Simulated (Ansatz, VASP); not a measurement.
Two plane-wave programs on Co

```
Co
1.0
     2.49352    0.00000    0.00000
    -1.24676    2.15945    0.00000
     0.00000    0.00000    4.02779
Co
2
Direct
  0.33333 0.66667 0.25000
  0.66667 0.33333 0.75000
```

Alike in both runs: task single point; functional PBE; k mesh 24 × 24 × 13; occupations fermi-dirac, width 0.05 eV; collinear spin.

|  | VASP | Ansatz |
| --- | --- | --- |
| version | VASP 6.6.1 | Ansatz 0.2.0 |
| potentials or method | VASP PAW PBE potentials, release 64 (Co), cutoff 520 eV | plane waves (420 eV) with PAW, scalar-relativistic |
| valence electrons in the cell | 18 | 34 |

```tsv
	VASP	Ansatz	Ansatz less VASP
net moment per atom (μB)	1.61	1.61	+0.009
size of the moment on the site where the two differ most (μB)	1.63	1.69	+0.064
```

Site moments also hang on the region over which each program counts them. VASP's potentials hold 18 valence electrons a cell and Ansatz's 34, so a difference there can come from the potentials and not from the codes.
